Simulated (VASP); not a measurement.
Mn: single point with revPBE

The system is Mn.

```
Mn
1.0
    -1.41471    1.72110    1.26189
     1.72110   -1.41471    1.26189
     2.88388    2.88388   -0.70073
Mn
2
Direct
  0.04169 0.95831 0.00000
  0.70831 0.29169 0.50000
```

This isn't the form of Mn at room conditions, which is a 58-atom cubic cell.

- Program: VASP 6.6.1
- Task: single point
- Functional: revPBE
- Potentials or basis: VASP PAW PBE potentials, release 64 (Mn_pv)
- Cutoff: 520 eV
- k mesh: 16 × 16 × 9
- Occupations: fermi-dirac, width 0.1 eV
- Spin: no spin polarisation

| Property | Result |
| --- | --- |
| Pressure | -17.2 GPa |
| Band gap on the k mesh | zero (bands 13 and 14 overlap by 1.71 eV) |

Stress tensor (GPa, compression positive):
```
-17.22  -0.10   0.03
 -0.10 -17.22   0.03
  0.03   0.03 -17.14
```

Levels at points of the mesh, in eV from the Fermi level:
| k point | band 11 | band 12 | band 13 | band 14 | band 15 | band 16 |
| --- | --- | --- | --- | --- | --- | --- |
| (0.00, 0.00, 0.00) | -0.83 | -0.42 | -0.42 | 0.04 | 0.04 | 0.62 |
| (0.50, 0.00, 0.00) | -1.01 | -0.83 | -0.37 | 1.58 | 1.72 | 1.77 |
| (0.50, 0.50, 0.00) | -1.01 | -0.83 | -0.37 | 1.58 | 1.72 | 1.77 |

It took 3.9 min on 1 thread of AMD EPYC 7R43 64-Core Processor (Zen 3), with other jobs on the host, peak memory 0.28 GiB.

Caveat: the cell stands under tension; the PAW data sets were made with another functional, which shifts forces and pressure a little; the run has no spin polarisation, though such a crystal can be magnetic. Spin polarisation is off, so any magnetic state and its effect on volume and gap are missing.
